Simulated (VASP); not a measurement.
# BN in VASP: further runs

The runs below take BN through single point, with PBE+D3(BJ), r2SCAN.

Everything below comes from runs of VASP 6.6.1. Logs are shortened: lines on timing, memory, paths and dates and some standing lists are left out, and cuts for length are marked.

**1. The cell of the first run**

The cell holds a slab with vacuum, 2 atoms: a = 2.509 Å, b = 2.509 Å, c = 26.000 Å, α = 90.00°, β = 90.00°, γ = 120.00°.

**2. Single point, PBE+D3(BJ)**

File INCAR:

```
ALGO = Normal
DIPOL = 0.5 0.5 0.500
EDIFF = 1E-7
ENCUT = 520
GGA = PE
IDIPOL = 3
ISIF = 2
ISMEAR = 0
IVDW = 12
LASPH = T
LCHARG = F
LDIPOL = T
LREAL = F
LWAVE = F
NBANDS = 11
NELM = 100
PREC = Accurate
SIGMA = 0.02
```

File KPOINTS:

```
k-points
0
Gamma
  12 12 1
```

File POSCAR:

```
BN
1.0
    2.5087676986      0.0000000000      0.0000000000
   -1.2543838493      2.1726565592      0.0000000000
    0.0000000000      0.0000000000     26.0000000000
B N
1 1
Direct
    0.6666666667      0.3333333333      0.5000000000
    0.3333333333      0.6666666667      0.5000000000
```

Potentials or basis: VASP PAW PBE potentials, release 64 (B, N).

Command:

```console
$ cat potpaw_PBE.64/B/POTCAR potpaw_PBE.64/N/POTCAR > POTCAR
$ mpirun -np 1 vasp_std > vasp.out
```

OUTCAR:

```text
EDIFF = 1E-7
   ENCUT = 520
   GGA = PE
   ISIF = 2
   ISMEAR = 0
   IVDW = 12
   LASPH = T
   LREAL = F
   NELM = 100
   PREC = Accurate
 IVDW          = 12

 ion  position               nearest neighbor table
   1  0.667  0.333  0.500-   2 1.45   2 1.45   2 1.45
   2  0.333  0.667  0.500-   1 1.45   1 1.45   1 1.45

  LATTYP: Found a hexagonal cell.
 ALAT       =     2.5087676986
 C/A-ratio  =    10.3636538427

  Lattice vectors:

 A1 = (   2.5087676986,   0.0000000000,   0.0000000000)
 A2 = (  -1.2543838493,   2.1726565592,   0.0000000000)
 A3 = (   0.0000000000,   0.0000000000,  26.0000000000)

Analysis of symmetry for initial positions (statically):
=====================================================================
 Subroutine PRICEL returns:
 Original cell was already a primitive cell.

 Routine SETGRP: Setting up the symmetry group for a
 hexagonal supercell.

 Subroutine GETGRP returns: Found 12 space group operations
 (whereof 12 operations were pure point group operations)
 out of a pool of 24 trial point group operations.

The static configuration has the point symmetry D_3h.

Analysis of symmetry for dynamics (positions and initial velocities):
=====================================================================
 Subroutine PRICEL returns:
 Original cell was already a primitive cell.

 Routine SETGRP: Setting up the symmetry group for a
 hexagonal supercell.

 Subroutine GETGRP returns: Found 12 space group operations
 (whereof 12 operations were pure point group operations)
 out of a pool of 24 trial point group operations.

The dynamic configuration has the point symmetry D_3h.

 Subroutine INISYM returns: Found 12 space group operations
 (whereof 12 operations are pure point group operations),
 and found     1 'primitive' translations

----------------------------------------------------------------------------------------

                                     Primitive cell

  volume of cell :     141.7180

  direct lattice vectors                    reciprocal lattice vectors
     2.508767699  0.000000000  0.000000000     0.398602071  0.230133013  0.000000000
    -1.254383849  2.172656559  0.000000000     0.000000000  0.460266026  0.000000000
     0.000000000  0.000000000 26.000000000     0.000000000  0.000000000  0.038461538

  length of vectors
     2.508767699  2.508767699 26.000000000     0.460266026  0.460266026  0.038461538

  position of ions in fractional coordinates (direct lattice)
     0.666666667  0.333333333  0.500000000
     0.333333333  0.666666667  0.500000000

[... 87 lines left out ...]
   IALGO  =     38    algorithm
   IMIX   =      4    mixing-type and parameters
     AMIX     =   0.40;   BMIX     =  1.00
     AMIX_MAG =   1.60;   BMIX_MAG =  1.00
  volume/ion in A,a.u.               =      70.86       478.18
  Fermi-wavevector in a.u.,A,eV,Ry     =   0.628005  1.186758  5.366008  0.394390
  Thomas-Fermi vector in A             =   1.689801
   LORBIT       =      0    0 simple, 1 ext, 2 COOP (PROOUT), +10 PAW based schemes
   GGA     = PE    functional components
   LHFCALC =     F    Hartree Fock is set to
   AEXX    =    0.0000 exact exchange contribution
   IVDW    =    12    specifies the selected vdW correction
   LEPSILON=     F    determine dielectric tensor
   LRPA    =     F    only Hartree local field effects (RPA)
 non-spin polarized calculation
 Gauss-broadening in eV      SIGMA  =   0.02
  energy-cutoff  :      520.00
  volume of cell :      141.72
 maximum number of plane-waves:      3841
 NGX is ok and might be reduce to    20
   NGX =  9   NGY =  9   NGZ = 97

 dipolmoment           0.000000      0.000000      0.000000 electrons x Angstroem

 number of electron       7.9999999 magnetization

 dipolmoment           0.000000      0.000000     -0.000000 electrons x Angstroem

 Free energy of the ion-electron system (eV)
  ---------------------------------------------------
  ext. energy  EPLUGINS =         0.00000000
  ---------------------------------------------------
  free energy    TOTEN  =       -17.60029491 eV

  energy without entropy =      -17.60029491  energy(sigma->0) =      -17.60029491

 E-fermi :  -4.6959     XC(G=0):  -1.6258

 val. band max:       -4.7795064889   @ k =   0.3333   0.3333   0.0000
 cond. band min:      -0.1068783276   @ k =   0.3333   0.3333   0.0000
 fundamental gap:      4.6726281612
 Fermi energy:        -4.6958716617

 k-point     1 :       0.0000    0.0000    0.0000
  band No.  band energies     occupation
      1     -22.4172      2.00000
      2      -9.9998      2.00000
      3      -6.1273      2.00000
      4      -6.1273      2.00000
      5      -0.0907      0.00000
      6       0.8011      0.00000
      7       1.0952      0.00000
      8       1.5533      0.00000
      9       1.8031      0.00000
     10       2.7222      0.00000
     11       3.0537      0.00000
[... 239 lines left out ...]
 k-point    19 :       0.3333    0.3333    0.0000
  band No.  band energies     occupation
      1     -18.7710      2.00000
      2     -12.6600      2.00000
      3     -11.9395      2.00000
      4      -4.7795      2.00000
      5      -0.1069      0.00000
      6       7.5762      0.00000
      7       8.5319      0.00000
      8       9.8184      0.00000
      9      10.3514      0.00000
     10      11.1383      0.00000
     11      11.4722      0.00000

------------------------ aborting loop because EDIFF is reached ----------------------------------------

 vacuum level on the upper side and lower side of the slab       (xc-potential included)        -0.013        -0.013

 Edisp (eV)   -0.15415

 E8    (eV) :    -0.0495

  FORCE on cell =-STRESS in cart. coord.  units (eV):
  Direction    XX          YY          ZZ          XY          YZ          ZX
  --------------------------------------------------------------------------------------
  -------------------------------------------------------------------------------------
  Total       0.02076     0.02076    -0.01869     0.00000     0.00000     0.00000
  in kB       0.23475     0.23475    -0.21132     0.00000     0.00000     0.00000
  external pressure =        0.09 kB  Pullay stress =        0.00 kB

 VOLUME and BASIS-vectors are now :
 -----------------------------------------------------------------------------
  energy-cutoff  :      520.00
  volume of cell :      141.72
      direct lattice vectors                 reciprocal lattice vectors
     2.508767699  0.000000000  0.000000000     0.398602071  0.230133013  0.000000000
    -1.254383849  2.172656559  0.000000000     0.000000000  0.460266026  0.000000000
     0.000000000  0.000000000 26.000000000     0.000000000  0.000000000  0.038461538

 POSITION                                       TOTAL-FORCE (eV/Angst)
 -----------------------------------------------------------------------------------
      1.25438      0.72422     13.00000         0.000000      0.000000      0.000000
     -0.00000      1.44844     13.00000         0.000000      0.000000      0.000000
 -----------------------------------------------------------------------------------
    total drift:                                0.000000     -0.000000     -0.000000

  FREE ENERGIE OF THE ION-ELECTRON SYSTEM (eV)
  ---------------------------------------------------
  free  energy   TOTEN  =       -17.7544439411 eV

  energy  without entropy=      -17.7544439411  energy(sigma->0) =      -17.75444394

 vacuum level on the upper side and lower side of the slab         1.019         1.019
```

stdout:

```text
POSCAR found type information on POSCAR B N
 POSCAR found :  2 types and       2 ions
 scaLAPACK will be used
 LDA part: xc-table for (Slater+PW92), standard interpolation
 POSCAR, INCAR and KPOINTS ok, starting setup
 FFT: planning ... GRIDC
 FFT: planning ... GRID_SOFT
 FFT: planning ... GRID
 WAVECAR not read
 entering main loop
```

Wall time 36 s (1 thread of AMD EPYC 7R13, shared host); peak memory 0.23 GiB.

Results:

- Free energy: -17.7544 eV
- Band gap on the k mesh: 4.67 eV
- Dispersion energy per atom: -0.077 eV

**3. Single point, r2SCAN**

POSCAR is that of step 2.

File INCAR.step1:

```
SYSTEM = BN
ALGO = Normal
DIPOL = 0.5 0.5 0.500
EDIFF = 1E-4
ENCUT = 520
GGA = PE
IDIPOL = 3
ISMEAR = 0
LASPH = .True.
LCHARG = .False.
LDIPOL = .True.
LREAL = .False.
LWAVE = .True.
NBANDS = 11
NELM = 80
PREC = Accurate
SIGMA = 0.02
```

File INCAR.step2:

```
SYSTEM = BN
ALGO = Normal
DIPOL = 0.5 0.5 0.500
EDIFF = 1E-7
ENCUT = 520
IDIPOL = 3
ISIF = 2
ISMEAR = 0
ISTART = 1
LASPH = .True.
LCHARG = .True.
LDIPOL = .True.
LELF = .True.
LMIXTAU = .True.
LREAL = .False.
LVACPOTAV = .True.
LVHAR = .True.
LWAVE = .False.
METAGGA = R2SCAN
NBANDS = 11
NELM = 80
PREC = Accurate
SIGMA = 0.02
```

File KPOINTS:

```
k-points
0
Gamma
  12 12 1
  0 0 0
```

Potentials or basis: VASP PAW PBE potentials, release 64 (B, N).

Command:

```console
$ cat potpaw_PBE.64/B/POTCAR potpaw_PBE.64/N/POTCAR > POTCAR
$ cp INCAR.step1 INCAR
$ mpirun -np 1 vasp_std > vasp.out
$ cp INCAR.step2 INCAR
$ mpirun -np 1 vasp_std > vasp.out
```

OUTCAR:

```text
SYSTEM = BN
   EDIFF = 1E-7
   ENCUT = 520
   ISIF = 2
   ISMEAR = 0
   ISTART = 1
   LASPH = .True.
   LREAL = .False.
   METAGGA = R2SCAN
   NELM = 80
   PREC = Accurate

 ion  position               nearest neighbor table
   1  0.667  0.333  0.500-   2 1.45   2 1.45   2 1.45
   2  0.333  0.667  0.500-   1 1.45   1 1.45   1 1.45

  LATTYP: Found a hexagonal cell.
 ALAT       =     2.5087676986
 C/A-ratio  =    10.3636538427

  Lattice vectors:

[... 451 lines left out ...]

  FORCE on cell =-STRESS in cart. coord.  units (eV):
  Direction    XX          YY          ZZ          XY          YZ          ZX
  --------------------------------------------------------------------------------------
  -------------------------------------------------------------------------------------
  Total       -0.3465230     -0.3465230     -0.0315684      0.0000000      0.0000000     -0.0000000
  in kB       -3.9175796     -3.9175796     -0.3568930      0.0000000      0.0000000     -0.0000000
  external PRESSURE =      -2.7306841 kB  Pullay stress =       0.0000000 kB

 VOLUME and BASIS-vectors are now :
 -----------------------------------------------------------------------------
  energy-cutoff  :      520.00
  volume of cell :      141.72
      direct lattice vectors                 reciprocal lattice vectors
     2.508767699  0.000000000  0.000000000     0.398602071  0.230133013  0.000000000
    -1.254383849  2.172656559  0.000000000     0.000000000  0.460266026  0.000000000
     0.000000000  0.000000000 26.000000000     0.000000000  0.000000000  0.038461538

 POSITION                                       TOTAL-FORCE (eV/Angst)
 -----------------------------------------------------------------------------------
      1.25438      0.72422     13.00000        -0.000000      0.000000      0.000000
     -0.00000      1.44844     13.00000         0.000000      0.000000      0.000000
 -----------------------------------------------------------------------------------
    total drift:                                0.000000     -0.000000     -0.000000

  FREE ENERGIE OF THE ION-ELECTRON SYSTEM (eV)
  ---------------------------------------------------
  free  energy   TOTEN  =       -19.2589439309 eV

  energy  without entropy=      -19.2589439309  energy(sigma->0) =      -19.25894393

 vacuum level on the upper side and lower side of the slab         1.032         1.032
```

OSZICAR.step1:

```text
N       E                     dE             d eps       ncg     rms          rms(c)
DAV:   1     0.671948521533E+02    0.67195E+02   -0.31578E+03   442   0.512E+02
DAV:   2    -0.124701246933E+02   -0.79665E+02   -0.65502E+02   616   0.107E+02
DAV:   3    -0.194209546117E+02   -0.69508E+01   -0.69457E+01   583   0.498E+01
DAV:   4    -0.195208093560E+02   -0.99855E-01   -0.99845E-01   706   0.628E+00
DAV:   5    -0.195208859913E+02   -0.76635E-04   -0.76633E-04   624   0.173E-01    0.799E+00
DAV:   6    -0.178861934839E+02    0.16347E+01   -0.60968E+00   658   0.127E+01    0.367E+00
DAV:   7    -0.176974327185E+02    0.18876E+00   -0.25032E-01   665   0.299E+00    0.225E+00
DAV:   8    -0.176060729918E+02    0.91360E-01   -0.22006E-01   606   0.251E+00    0.318E-01
DAV:   9    -0.176038938838E+02    0.21791E-02   -0.67527E-03   595   0.463E-01    0.174E-01
DAV:  10    -0.175996966484E+02    0.41972E-02   -0.19227E-03   600   0.252E-01    0.616E-02
DAV:  11    -0.175989375441E+02    0.75910E-03   -0.25814E-03   591   0.245E-01    0.701E-02
DAV:  12    -0.175983963134E+02    0.54123E-03   -0.65949E-04   520   0.116E-01    0.215E-02
DAV:  13    -0.175994214389E+02   -0.10251E-02   -0.14208E-04   491   0.544E-02    0.132E-02
DAV:  14    -0.175998063685E+02   -0.38493E-03   -0.45829E-05   543   0.296E-02    0.666E-03
DAV:  15    -0.176001780856E+02   -0.37172E-03   -0.60189E-05   488   0.278E-02    0.561E-03
DAV:  16    -0.176002329446E+02   -0.54859E-04   -0.51816E-06   516   0.113E-02
   1 F= -.17600233E+02 E0= -.17600233E+02  d E =-.624103E-36
```

Wall time 2.9 min (1 thread of AMD EPYC 7R13, shared host); peak memory 0.26 GiB.

Results:

```yaml
Free_energy: -19.2589 eV
Band_gap_on_the_k_mesh: 5.28 eV (least direct gap 5.41 eV)
Ionisation_potential_of_the_upper_face: 6.05 eV
```

Caveat: the PAW data sets were made with another functional, which shifts forces and pressure a little.
